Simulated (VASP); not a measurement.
# PbO (P4/nmm) in VASP: single point with PBE+D3(BJ)

Aim: the single point of PbO with PBE+D3(BJ).

Program: VASP 6.6.1. These are calculated values, not measurements. Logs are shortened: lines on timing, memory, paths and dates and some standing lists are left out, and cuts for length are marked.

## (1) The cell of the first run

Symmetry: P4/nmm, No. 129, tetragonal system. Conventional cell: a = 3.974 Å, b = 3.974 Å, c = 5.022 Å, α = 90.00°, β = 90.00°, γ = 90.00°. Pb (site symmetry 4mm) has 4 O at 2.31 Å within 3.1 Å. Within 3.1 Å of O (site symmetry -4m2) lie 4 Pb at 2.31 Å and 4 O at 2.81 Å.

## (2) Single point, PBE+D3(BJ)

INCAR

```
SYSTEM = PbO
PREC = Accurate
ENCUT = 520
EDIFF = 1E-6
ISMEAR = 0
SIGMA = 0.05
LREAL = .FALSE.
LASPH = .TRUE.
NELM = 100
ALGO = Normal
ISIF = 2
LWAVE = .FALSE.
LCHARG = .TRUE.
GGA = PE
IVDW = 12
LELF = .TRUE.
LVHAR = .TRUE.
NBANDS = 28
```

KPOINTS

```
regular mesh
0
G
  8 8 6
  0 0 0
```

POSCAR

```
PbO
1.0
    3.9744000000      0.0000000000      0.0000000000
    0.0000000000      3.9744000000      0.0000000000
    0.0000000000      0.0000000000      5.0220000000
Pb O
2 2
Direct
    0.0000000000      0.5000000000      0.2351000000
    0.5000000000      0.0000000000      0.7649000000
    0.0000000000      0.0000000000      0.0000000000
    0.5000000000      0.5000000000      0.0000000000
```

Potentials or basis: VASP PAW PBE potentials, release 64 (Pb_d, O).

Launch:

```console
> cat potpaw_PBE.64/Pb_d/POTCAR potpaw_PBE.64/O/POTCAR > POTCAR
> mpirun -np 1 vasp_std > vasp.out
```

OUTCAR:

```text
SYSTEM = PbO
   PREC = Accurate
   ENCUT = 520
   EDIFF = 1E-6
   ISMEAR = 0
   LREAL = .FALSE.
   LASPH = .TRUE.
   NELM = 100
   ISIF = 2
   GGA = PE
   IVDW = 12
 IVDW          = 12

 ion  position               nearest neighbor table
   1  0.000  0.500  0.235-   3 2.31   4 2.31   3 2.31   4 2.31   2 3.67   2 3.67   2 3.67   2 3.67
                             2 3.87   2 3.87   2 3.87   2 3.87
   2  0.500  0.000  0.765-   3 2.31   4 2.31   4 2.31   3 2.31   1 3.67   1 3.67   1 3.67   1 3.67
                             1 3.87   1 3.87   1 3.87   1 3.87
   3  0.000  0.000  0.000-   1 2.31   2 2.31   1 2.31   2 2.31
   4  0.500  0.500  0.000-   1 2.31   2 2.31   2 2.31   1 2.31

  LATTYP: Found a simple tetragonal cell.
 ALAT       =     3.9744000000
 C/A-ratio  =     1.2635869565

  Lattice vectors:

 A1 = (   3.9744000000,   0.0000000000,   0.0000000000)
 A2 = (   0.0000000000,   3.9744000000,   0.0000000000)
 A3 = (   0.0000000000,   0.0000000000,   5.0220000000)

Analysis of symmetry for initial positions (statically):
=====================================================================
 Subroutine PRICEL returns:
 Original cell was already a primitive cell.

 Routine SETGRP: Setting up the symmetry group for a
 simple tetragonal supercell.

 Subroutine GETGRP returns: Found 16 space group operations
 (whereof  8 operations were pure point group operations)
 out of a pool of 16 trial point group operations.

The static configuration has the point symmetry D_2d.
 The point group associated with its full space group is D_4h.

Analysis of symmetry for dynamics (positions and initial velocities):
=====================================================================
 Subroutine PRICEL returns:
 Original cell was already a primitive cell.

 Routine SETGRP: Setting up the symmetry group for a
 simple tetragonal supercell.

 Subroutine GETGRP returns: Found 16 space group operations
 (whereof  8 operations were pure point group operations)
 out of a pool of 16 trial point group operations.

The dynamic configuration has the point symmetry D_2d.
 The point group associated with its full space group is D_4h.

 Subroutine INISYM returns: Found 16 space group operations
 (whereof  8 operations are pure point group operations),
 and found     1 'primitive' translations

----------------------------------------------------------------------------------------

                                     Primitive cell

  volume of cell :      79.3268

  direct lattice vectors                    reciprocal lattice vectors
     3.974400000  0.000000000  0.000000000     0.251610306  0.000000000  0.000000000
     0.000000000  3.974400000  0.000000000     0.000000000  0.251610306  0.000000000
[... 89 lines left out ...]
   EDIFF  = 0.1E-05   stopping-criterion for ELM
   LREAL  =      F    real-space projection
[... 7 lines left out ...]
   TEBEG  =    0.0;   TEEND  =   0.0 temperature during run
   PSTRESS=    0.0 pullay stress
   NELECT =      40.0000    total number of electrons
   NUPDOWN=      -1.0000    fix difference up-down
   EMIN   =  10.00;   EMAX   =-10.00  energy-range for DOS
   EFERMI =   0.00;   METHOD = LEGACY
   ISMEAR =     0;   SIGMA  =   0.05  broadening in eV -4-tet -1-fermi 0-gaus
   EFERMI_NEDOS =   21; number of points for ismear=-14 and -15
   IALGO  =     38    algorithm
   IMIX   =      4    mixing-type and parameters
     AMIX     =   0.40;   BMIX     =  1.00
     AMIX_MAG =   1.60;   BMIX_MAG =  1.00
  volume/ion in A,a.u.               =      19.83       133.83
  Fermi-wavevector in a.u.,A,eV,Ry     =   1.303031  2.462372 23.101207  1.697891
  Thomas-Fermi vector in A             =   2.434060
   LORBIT       =      0    0 simple, 1 ext, 2 COOP (PROOUT), +10 PAW based schemes
   GGA     = PE    functional components
   LHFCALC =     F    Hartree Fock is set to
   AEXX    =    0.0000 exact exchange contribution
   IVDW    =    12    specifies the selected vdW correction
   LEPSILON=     F    determine dielectric tensor
   LRPA    =     F    only Hartree local field effects (RPA)
 non-spin polarized calculation
 Gauss-broadening in eV      SIGMA  =   0.05
  energy-cutoff  :      520.00
  volume of cell :       79.33
 maximum number of plane-waves:      2171
 NGX is ok and might be reduce to    30
   NGX = 15   NGY = 15   NGZ = 19

 number of electron      39.9999997 magnetization

 Free energy of the ion-electron system (eV)
  ---------------------------------------------------
  ext. energy  EPLUGINS =         0.00000000
  ---------------------------------------------------
  free energy    TOTEN  =       -21.41097146 eV

  energy without entropy =      -21.41097146  energy(sigma->0) =      -21.41097146

 E-fermi :   5.4523     XC(G=0):  -9.8372

 val. band max:        5.1796215901   @ k =   0.1250   0.0000   0.0000
 cond. band min:       6.4260336014   @ k =   0.5000   0.5000   0.0000
 fundamental gap:      1.2464120113
 Fermi energy:         5.4522923357

 k-point     1 :       0.0000    0.0000    0.0000
  band No.  band energies     occupation
      1     -13.2867      2.00000
      2     -12.7383      2.00000
      3     -10.8565      2.00000
      4     -10.8565      2.00000
      5     -10.7934      2.00000
      6     -10.7741      2.00000
[... 733 lines left out ...]
     27      14.6413      0.00000
     28      14.6413      0.00000

 [... further k-points ...]

------------------------ aborting loop because EDIFF is reached ----------------------------------------

 Edisp (eV)   -0.95652

 E8    (eV) :    -0.4382

  FORCE on cell =-STRESS in cart. coord.  units (eV):
  Direction    XX          YY          ZZ          XY          YZ          ZX
  --------------------------------------------------------------------------------------
  -------------------------------------------------------------------------------------
  Total       1.65800     1.65800     1.16708     0.00000     0.00000     0.00000
  in kB      33.48694    33.48694    23.57181     0.00000     0.00000     0.00000
  external pressure =       30.18 kB  Pullay stress =        0.00 kB

 VOLUME and BASIS-vectors are now :
 -----------------------------------------------------------------------------
  energy-cutoff  :      520.00
  volume of cell :       79.33
      direct lattice vectors                 reciprocal lattice vectors
     3.974400000  0.000000000  0.000000000     0.251610306  0.000000000  0.000000000
     0.000000000  3.974400000  0.000000000     0.000000000  0.251610306  0.000000000
     0.000000000  0.000000000  5.022000000     0.000000000  0.000000000  0.199123855

 POSITION                                       TOTAL-FORCE (eV/Angst)
 -----------------------------------------------------------------------------------
      0.00000      1.98720      1.18067         0.000000     -0.000000      0.510523
      1.98720      0.00000      3.84133         0.000000     -0.000000     -0.510523
      0.00000      0.00000      0.00000         0.000000     -0.000000      0.000000
      1.98720      1.98720      0.00000         0.000000      0.000000      0.000000
 -----------------------------------------------------------------------------------
    total drift:                                0.000000      0.000000     -0.000000

  FREE ENERGIE OF THE ION-ELECTRON SYSTEM (eV)
  ---------------------------------------------------
  free  energy   TOTEN  =       -22.3674892864 eV

  energy  without entropy=      -22.3674892864  energy(sigma->0) =      -22.36748929
```

stdout:

```text
POSCAR found type information on POSCAR PbO
 POSCAR found :  2 types and       4 ions
 scaLAPACK will be used
 LDA part: xc-table for (Slater+PW92), standard interpolation
 POSCAR, INCAR and KPOINTS ok, starting setup
 FFT: planning ... GRIDC
 FFT: planning ... GRID_SOFT
 FFT: planning ... GRID
 WAVECAR not read
 entering main loop
```

It took 99 s on 1 thread of Intel Xeon Platinum 8488C (Sapphire Rapids), shared host; peak memory 0.25 GiB.

Results:

- Free energy: -22.3675 eV
- Pressure: 3.0 GPa
- Largest force: 0.511 eV/Å
- Band gap on the k mesh: 1.25 eV (least direct gap 2.32 eV)
- Dispersion energy per atom: -0.239 eV

Forces on the atoms (eV/Å):
```
Pb   0.000  0.000  0.511
Pb   0.000  0.000 -0.511
O    0.000  0.000  0.000
O    0.000  0.000  0.000
```

Levels at points of the mesh, in eV from the valence-band top:
```tsv
k point	band 16	band 17	band 18	band 19	band 20	band 21	band 22	band 23	band 24	band 25
(0.00, 0.00, 0.00)	-4.33	-1.74	-1.71	-1.71	-0.01	2.36	5.45	5.69	5.69	6.63
(0.50, 0.00, 0.00)	-3.24	-3.06	-3.06	-1.66	-1.66	3.40	3.40	6.56	6.56	6.73
(0.50, 0.50, 0.00)	-3.47	-1.66	-1.66	-1.08	-1.08	1.25	1.25	5.31	5.31	7.88
(0.00, 0.00, 0.50)	-4.17	-1.77	-1.74	-1.74	-0.95	1.95	4.05	4.05	4.28	8.73
(0.50, 0.00, 0.50)	-3.71	-3.02	-3.02	-1.00	-1.00	3.08	3.08	6.37	6.37	7.37
(0.50, 0.50, 0.50)	-3.91	-2.23	-2.23	-1.08	-1.08	3.48	3.48	4.74	4.74	5.76
```

Caveat: the cell stands under pressure; spin-orbit coupling is left out, which moves the levels of the heavy elements.
